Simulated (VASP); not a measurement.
Write the native input for VASP 6.6.1 that does the following.

| Item | Value |
| --- | --- |
| Task | single point |
| Functional | PBE |
| Potentials or basis | VASP PAW PBE potentials, release 64 (Al) |
| Cutoff | 520 eV |
| k mesh | 16 × 16 × 6 |
| Occupations | fermi-dirac, width 0.08 eV |
| Spin | no spin polarisation |
| Dipole correction | no |
| Further INCAR settings | ALGO = Normal; EDIFF = 1e-06; NBANDS = 12 |

The structure of Al lies in POSCAR:

```
Al
1.0
    0.0000000000      2.0205472810     -2.0205472810
   -2.0205472810      0.0000000000      2.0205472810
    4.0410945620      4.0410945620      4.0410945620
Al
3
Direct
    0.0000000000      0.0000000000      0.0000000000
    0.3333333330      0.6666666670      0.3333333330
    0.6666666670      0.3333333330      0.6666666670
```

One way to write it, as run:

INCAR

```
  PREC = Accurate
  ENCUT = 520
  EDIFF = 1E-6
  ISMEAR = -1
  SIGMA = 0.08
  LREAL = F
  LASPH = T
  NELM = 80
  ALGO = Normal
  ISIF = 2
  LWAVE = F
  LCHARG = F
  GGA = PE
  NBANDS = 12
```

KPOINTS

```
Automatic mesh
0
Gamma
  16 16 6
```

Potentials or basis: VASP PAW PBE potentials, release 64 (Al).

Run with:

```sh
$ cat potpaw_PBE.64/Al/POTCAR > POTCAR
$ mpirun -np 1 vasp_std > vasp.out
```

Results of the run:

| Quantity | Value |
| --- | --- |
| Pressure | -0.1 GPa |

Run time: 44 s on 1 thread of Intel(R) Xeon(R) Platinum 8488C (Sapphire Rapids) (shared host), peak memory 0.22 GiB.
